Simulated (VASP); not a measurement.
Here is a VASP 6.6.1 calculation.

File POSCAR:

```
TiSe2
1.0
    3.5360000000      0.0000000000      0.0000000000
   -1.7680000000      3.0622658300      0.0000000000
    0.0000000000      0.0000000000      6.0040000000
Ti Se
1 2
Direct
    0.0000000000      0.0000000000      0.0000000000
    0.3333333328      0.6666666656      0.2552000000
    0.6666666672      0.3333333344      0.7448000000
```

INCAR.step1

```
SYSTEM = TiSe2
PREC = Accurate
ENCUT = 400
EDIFF = 1E-5
ISMEAR = -1
SIGMA = 0.05
LREAL = .False.
LASPH = .True.
NELM = 120
ALGO = Normal
ISIF = 2
LWAVE = .True.
NBANDS = 19
GGA = PE
GGA_COMPAT = .False.
```

File INCAR.step2:

```
SYSTEM = TiSe2
PREC = Accurate
ENCUT = 400
EDIFF = 1E-6
ISMEAR = -1
SIGMA = 0.05
LREAL = .False.
LASPH = .True.
NELM = 120
ALGO = Normal
ISIF = 2
LWAVE = .False.
LCHARG = .True.
GGA = PE
LHFCALC = .True.
AEXX = 0.4
PRECFOCK = Normal
LELF = .True.
LVHAR = .True.
NBANDS = 19
ISTART = 1
GGA_COMPAT = .False.
```

The input KPOINTS:

```
Automatic mesh
0
Gamma
  6 6 2
  0 0 0
```

Potentials or basis: VASP PAW PBE potentials, release 64 (Ti_sv, Se).

The run is started by

```bash
$ cat potpaw_PBE.64/Ti_sv/POTCAR potpaw_PBE.64/Se/POTCAR > POTCAR
$ cp INCAR.step1 INCAR
$ mpirun -np 1 vasp_std > vasp.out
$ cp INCAR.step2 INCAR
$ mpirun -np 1 vasp_std > vasp.out
```

**Question.** Estimate the largest force.

**Answer.** 0.556 eV/Å.

**Question.** Estimate the band gap on the k mesh.

**Answer.** 1.40 eV (least direct gap 2.05 eV).

Forces in eV/Å, atoms in the order of the input:
```
Ti   0.000  0.000  0.000
Se   0.000  0.000 -0.556
Se   0.000  0.000  0.556
```

Caveat: the k points lie up to 0.52 Å⁻¹ apart; the PAW data sets were made with another functional, which shifts forces and pressure a little. A k mesh can miss the band edges.
